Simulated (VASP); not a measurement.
A run of VASP 6.6.1:

File POSCAR:

```
Te2Mo
1.0
   -3.5635452172      0.0000000000      0.0000000000
   -1.7817726086     -3.0861206856      0.0000000000
   -0.7127090434      0.0000000000     14.7262210532
Te Mo
4 2
Direct
    0.2076365423      0.3333333333      0.6284839550
    0.6409698757      0.6666666667      0.1284839550
    0.1590301243      0.3333333333      0.8715160450
    0.5923634577      0.6666666667      0.3715160450
    0.2833333333      0.3333333333      0.2500000000
    0.5166666667      0.6666666667      0.7500000000
```

INCAR.step1

```
PREC = Accurate ; ENCUT = 550
ISMEAR = 0 ; SIGMA = 0.05
LREAL = False ; LASPH = True
NELM = 120 ; NBANDS = 35
GGA = PE ; ALGO = Normal
EDIFF = 1E-5 ; LWAVE = True
LCHARG = False ; GGA_COMPAT = False
```

INCAR.step2

```
PREC = Accurate ; ENCUT = 550
EDIFF = 1E-6 ; ISMEAR = 0
SIGMA = 0.05 ; LREAL = False
LASPH = True ; NELM = 120
ALGO = Normal ; ISIF = 2
LWAVE = False ; LCHARG = True
METAGGA = R2SCAN ; LMIXTAU = True
LELF = True ; LVHAR = True
NBANDS = 35 ; ISTART = 1
GGA_COMPAT = False
```

The input KPOINTS:

```
Automatic mesh
0
Gamma
  9 9 2
```

Potentials or basis: VASP PAW PBE potentials, release 64 (Te, Mo_sv).

Launch:

```bash
$ cat potpaw_PBE.64/Te/POTCAR potpaw_PBE.64/Mo_sv/POTCAR > POTCAR
$ cp INCAR.step1 INCAR
$ mpirun -np 1 vasp_std > vasp.out
$ cp INCAR.step2 INCAR
$ mpirun -np 1 vasp_std > vasp.out
```

Hardware: 1 thread of Oxide Virtual Turin-like Processor (shared host).

Question: How long does it take, and how much memory?

Answer: Wall time 56 min on 1 thread of Oxide Virtual Turin-like Processor, on a shared host, peak memory 0.58 GiB. Counts: k points 82.
